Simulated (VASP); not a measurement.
A run of VASP 6.6.1:

File INCAR:

```
PREC = Accurate ; ENCUT = 520
EDIFF = 1E-7 ; ISMEAR = -1
SIGMA = 0.1 ; LREAL = False
LASPH = True ; NELM = 150
ALGO = Normal ; ISIF = 2
LWAVE = False ; LCHARG = False
MAGMOM = 0 0 0 ; LORBIT = 11
LSORBIT = True ; GGA_COMPAT = False
LORBMOM = True ; GGA = CA
NBANDS = 15
```

File KPOINTS:

```
Automatic mesh
0
Gamma
  18 18 18
```

POSCAR

```
C
1.0
    1.7443222539      0.0000000000      0.0000000000
    0.0000000000      1.7443222539      0.0000000000
    0.0000000000      0.0000000000      1.7443222539
C
1
Direct
    0.0000000000      0.0000000000      0.0000000000
```

Potentials or basis: VASP PAW LDA potentials, release 64 (C).

Command:

```bash
$ cat potpaw_LDA.64/C/POTCAR > POTCAR
$ mpirun -np 1 vasp_ncl > vasp.out
```

Hardware: 1 thread of Intel Xeon 8259CL (shared host).

Question: Estimate the wall time of this run.

Answer: Run time: 27 s on 1 thread of Intel Xeon 8259CL, on a shared host, peak memory 0.13 GiB. Counts: scf iterations 10, k points 220.
